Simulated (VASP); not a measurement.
# LaRe (Pm-3m) in VASP: notebook, part 2 of 2

VASP 6.6.1. Earlier steps stand in the parts before.

### Step 3. Single point, PBE (22.09 Å³/atom)

This run uses another cell than the first one, of 22.09 Å³/atom.

The input, INCAR:

```
  PREC = Accurate
  ENCUT = 520
  EDIFF = 1E-6
  ISMEAR = 0
  SIGMA = 0.05
  LREAL = F
  LASPH = T
  NELM = 80
  ALGO = Normal
  ISIF = 2
  LWAVE = F
  LCHARG = T
  GGA = PE
  LELF = T
  LVHAR = T
  NBANDS = 16
```

The input, KPOINTS:

```
regular mesh
0
Gamma
  10 10 10
```

The input, POSCAR:

```
LaRe
1.0
    3.5351220283      0.0000000000      0.0000000000
    0.0000000000      3.5351220283      0.0000000000
    0.0000000000      0.0000000000      3.5351220283
La Re
1 1
Direct
    0.0000000000      0.0000000000      0.0000000000
    0.5000000000      0.5000000000      0.5000000000
```

Potentials or basis: VASP PAW PBE potentials, release 64 (La, Re).

The run is started by

```bash
$ cat potpaw_PBE.64/La/POTCAR potpaw_PBE.64/Re/POTCAR > POTCAR
$ mpirun -np 1 vasp_std > vasp.out
```

Run time: 66 s. Hardware: 1 thread of Intel Xeon Platinum 8375C at 2.90GHz (Ice Lake), shared host; peak memory 0.2 GiB.

It converged, with:

- Free energy: -15.6500 eV
- Pressure: 4.2 GPa
- Band gap on the k mesh: zero (bands 9 and 10 overlap by 2.11 eV)

Levels at points of the mesh, in eV from the Fermi level:
| k point | band 5 | band 6 | band 7 | band 8 | band 9 | band 10 | band 11 | band 12 | band 13 | band 14 |
| --- | --- | --- | --- | --- | --- | --- | --- | --- | --- | --- |
| (0.00, 0.00, 0.00) | -4.99 | -3.37 | -3.37 | -0.09 | -0.09 | -0.09 | 3.62 | 3.62 | 3.62 | 3.74 |
| (0.50, 0.00, 0.00) | -2.12 | -1.49 | -1.05 | -0.06 | -0.06 | 0.17 | 0.57 | 1.49 | 2.72 | 2.72 |
| (0.50, 0.50, 0.00) | -4.31 | -2.45 | -1.61 | -1.61 | 1.52 | 1.60 | 2.65 | 2.65 | 3.69 | 3.72 |
| (0.50, 0.50, 0.50) | -0.99 | -0.99 | -0.99 | 0.00 | 0.00 | 0.00 | 1.46 | 1.68 | 1.68 | 3.80 |

Caveat: the cell stands under pressure; spin-orbit coupling is left out, which moves the levels of the heavy elements.

### Step 4. Single point, PBE (22.55 Å³/atom)

This run uses another cell than the first one, of 22.55 Å³/atom.

The input, INCAR:

```
PREC = Accurate
ENCUT = 520
EDIFF = 1E-6
ISMEAR = 0
SIGMA = 0.05
LREAL = F
LASPH = T
NELM = 60
ALGO = Normal
ISIF = 2
LWAVE = F
LCHARG = F
GGA = PE
NBANDS = 16
```

KPOINTS is that of step 3.

The input, POSCAR:

```
LaRe
1.0
    3.5595029507      0.0000000000      0.0000000000
    0.0000000000      3.5595029507      0.0000000000
    0.0000000000      0.0000000000      3.5595029507
La Re
1 1
Direct
    0.0000000000      0.0000000000      0.0000000000
    0.5000000000      0.5000000000      0.5000000000
```

Potentials or basis: VASP PAW PBE potentials, release 64 (La, Re).

The run is started by

```bash
$ cat potpaw_PBE.64/La/POTCAR potpaw_PBE.64/Re/POTCAR > POTCAR
$ mpirun -np 1 vasp_std > vasp.out
```

OUTCAR:

```text
PREC = Accurate
   ENCUT = 520
   EDIFF = 1E-6
   ISMEAR = 0
   LREAL = F
   LASPH = T
   NELM = 60
   ISIF = 2
   GGA = PE

 ion  position               nearest neighbor table
   1  0.000  0.000  0.000-   2 3.08   2 3.08   2 3.08   2 3.08   2 3.08   2 3.08   2 3.08   2 3.08

   2  0.500  0.500  0.500-   1 3.08   1 3.08   1 3.08   1 3.08   1 3.08   1 3.08   1 3.08   1 3.08

  LATTYP: Found a simple cubic cell.
 ALAT       =     3.5595029507

  Lattice vectors:

 A1 = (   3.5595029507,   0.0000000000,   0.0000000000)
 A2 = (   0.0000000000,   3.5595029507,   0.0000000000)
 A3 = (   0.0000000000,   0.0000000000,   3.5595029507)

Analysis of symmetry for initial positions (statically):
=====================================================================
 Subroutine PRICEL returns:
 Original cell was already a primitive cell.

 Routine SETGRP: Setting up the symmetry group for a
 simple cubic supercell.

 Subroutine GETGRP returns: Found 48 space group operations
 (whereof 48 operations were pure point group operations)
 out of a pool of 48 trial point group operations.

[... 161 lines left out ...]
  energy without entropy =      -15.66376004  energy(sigma->0) =      -15.66589086

 E-fermi :   8.4564     XC(G=0): -11.5666

 val. band max:        8.4475747714   @ k =   0.5000   0.3000   0.2000
 cond. band min:       8.4712781114   @ k =   0.2000   0.0000   0.0000
 fundamental gap:      0.0237033400
 Fermi energy:         8.4563839196

 k-point     1 :       0.0000    0.0000    0.0000
  band No.  band energies     occupation
      1     -22.8233      2.00000
      2      -6.1557      2.00000
      3      -6.1557      2.00000
      4      -6.1557      2.00000
      5       3.4840      2.00000
      6       5.2011      2.00000
[... 433 lines left out ...]
      3      -6.2399      2.00000
      4      -6.2374      2.00000
      5       5.4719      2.00000
      6       6.0789      2.00000
[... 8 lines left out ...]
     15      12.3900      0.00000
     16      12.4081      0.00000

 [... further k-points ...]

------------------------ aborting loop because EDIFF is reached ----------------------------------------

  FORCE on cell =-STRESS in cart. coord.  units (eV):
  Direction    XX          YY          ZZ          XY          YZ          ZX
  --------------------------------------------------------------------------------------
  -------------------------------------------------------------------------------------
  Total        0.5592655      0.5592655      0.5592655      0.0000000      0.0000000     -0.0000000
  in kB       19.8682906     19.8682906     19.8682906      0.0000000      0.0000000     -0.0000000
  external PRESSURE =      19.8682906 kB  Pullay stress =       0.0000000 kB

 VOLUME and BASIS-vectors are now :
 -----------------------------------------------------------------------------
  energy-cutoff  :      520.00
  volume of cell :       45.10
      direct lattice vectors                 reciprocal lattice vectors
     3.559502951  0.000000000  0.000000000     0.280938101  0.000000000  0.000000000
     0.000000000  3.559502951  0.000000000     0.000000000  0.280938101  0.000000000
     0.000000000  0.000000000  3.559502951     0.000000000  0.000000000  0.280938101

 POSITION                                       TOTAL-FORCE (eV/Angst)
 -----------------------------------------------------------------------------------
      0.00000      0.00000      0.00000         0.000000      0.000000      0.000000
      1.77975      1.77975      1.77975         0.000000      0.000000      0.000000
 -----------------------------------------------------------------------------------
    total drift:                                0.000000      0.000000      0.000000

  FREE ENERGIE OF THE ION-ELECTRON SYSTEM (eV)
  ---------------------------------------------------
  free  energy   TOTEN  =       -15.6680216865 eV

  energy  without entropy=      -15.6637600363  energy(sigma->0) =      -15.66589086
```

stdout:

```text
POSCAR found type information on POSCAR LaRe
 POSCAR found :  2 types and       2 ions
 scaLAPACK will be used
 LDA part: xc-table for (Slater+PW92), standard interpolation
 POSCAR, INCAR and KPOINTS ok, starting setup
 FFT: planning ... GRIDC
 FFT: planning ... GRID_SOFT
 FFT: planning ... GRID
 WAVECAR not read
 entering main loop
```

It took 66 s on 1 thread of Intel Xeon Platinum 8375C at 2.90GHz (Ice Lake), shared host; peak memory 0.2 GiB.

What came out:

```
Free energy            : -15.6680 eV
Pressure               : 2.0 GPa
Band gap on the k mesh : zero (bands 9 and 10 overlap by 2.05 eV)
```

Caveat: spin-orbit coupling is left out, which moves the levels of the heavy elements.

### Step 5. Single point, PBE (23.01 Å³/atom)

This run uses another cell than the first one, of 23.01 Å³/atom.

The input, INCAR:

```
SYSTEM = LaRe
PREC = Accurate
ENCUT = 520
EDIFF = 1E-6
ISMEAR = 0
SIGMA = 0.05
LREAL = .False.
LASPH = .True.
NELM = 100
ALGO = Normal
ISIF = 2
LWAVE = .False.
LCHARG = .False.
GGA = PE
NBANDS = 16
```

The input, KPOINTS:

```
regular mesh
0
Gamma
  10 10 10
  0 0 0
```

The input, POSCAR:

```
LaRe
1.0
    3.5835543759      0.0000000000      0.0000000000
    0.0000000000      3.5835543759      0.0000000000
    0.0000000000      0.0000000000      3.5835543759
La Re
1 1
Direct
    0.0000000000      0.0000000000      0.0000000000
    0.5000000000      0.5000000000      0.5000000000
```

The run is started by

```bash
$ cat potpaw_PBE.64/La/POTCAR potpaw_PBE.64/Re/POTCAR > POTCAR
$ mpirun -np 1 vasp_std > vasp.out
```

It took 65 s on 1 thread of Intel Xeon Platinum 8375C at 2.90GHz (Ice Lake), shared host; peak memory 0.2 GiB.

The run converged. Its results:

```
Free energy            : -15.6738 eV
Pressure               : -0.1 GPa
Band gap on the k mesh : zero (bands 9 and 10 overlap by 1.99 eV)
```

Levels at points of the mesh, in eV from the Fermi level:
```tsv
k point	band 7	band 8	band 9	band 10	band 11	band 12
(0.00, 0.00, 0.00)	-3.14	-0.05	-0.05	-0.05	3.54	3.54
(0.50, 0.00, 0.00)	-1.08	-0.05	-0.05	0.20	0.67	1.43
(0.50, 0.50, 0.00)	-1.48	-1.48	1.45	1.54	2.57	2.57
(0.50, 0.50, 0.50)	-0.90	-0.06	-0.06	-0.06	1.40	1.62
```

Caveat: spin-orbit coupling is left out, which moves the levels of the heavy elements.

### Step 6. Overview

```csv
cell,gap on the mesh (eV),pressure (GPa)
"a = 3.517 Å, 2 atoms",none,6.0
"a = 3.535 Å, 2 atoms",none,4.2
"a = 3.560 Å, 2 atoms",none,2.0
"a = 3.584 Å, 2 atoms",none,-0.1
```

Alike in all rows: task single point; level PBE; potentials or basis VASP PAW PBE potentials, release 64 (La, Re); no spin polarisation; k mesh 10 × 10 × 10; cutoff (eV) 520; smearing gaussian 0.05 eV.

Caveats: spin-orbit coupling is left out, which moves the levels of the heavy elements; the cell stands under pressure (at least some runs).

Absolute energies hang on the potentials; compare differences alone.
